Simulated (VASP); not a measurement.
Set up this calculation in VASP 6.6.1, as the native input.

```
Task                   : single point
Functional             : PBE
Potentials or basis    : VASP PAW PBE potentials, release 64 (Zr_sv)
Cutoff                 : 520 eV
k mesh                 : 43 × 43 × 43
Occupations            : fermi-dirac, width 0.0612256 eV
Spin                   : no spin polarisation
Dipole correction      : no
Further INCAR settings : ALGO = Normal; EDIFF = 1e-06; NBANDS = 12
```

The structure of Zr lies in POSCAR:

```
Zr
1.0
   -1.7757102917      1.7757102917      1.7757102917
    1.7757102917     -1.7757102917      1.7757102917
    1.7757102917      1.7757102917     -1.7757102917
Zr
1
Direct
    0.0000000000      0.0000000000      0.0000000000
```

This isn't the form of Zr at room conditions, which is hcp.

The input as run:

INCAR

```
SYSTEM = Zr
ALGO = Normal
EDIFF = 1E-6
ENCUT = 520
GGA = PE
ISIF = 2
ISMEAR = -1
LASPH = .True.
LCHARG = .True.
LELF = .True.
LREAL = .False.
LVHAR = .True.
LWAVE = .False.
NBANDS = 12
NELM = 60
PREC = Accurate
SIGMA = 0.06122561905347299
```

KPOINTS

```
k-points
0
Gamma
  43 43 43
  0 0 0
```

Potentials or basis: VASP PAW PBE potentials, release 64 (Zr_sv).

The run is started by

```console
$ cat potpaw_PBE.64/Zr_sv/POTCAR > POTCAR
$ mpirun -np 1 vasp_std > vasp.out
```

It gave:

```json
{
  "Pressure": "1.8 GPa",
  "Band gap on the k mesh": "zero (bands 6 and 7 overlap by 1.91 eV)"
}
```

Wall time 8 min on 1 thread of Oxide Virtual Turin-like Processor, on a shared host, peak memory 0.55 GiB.
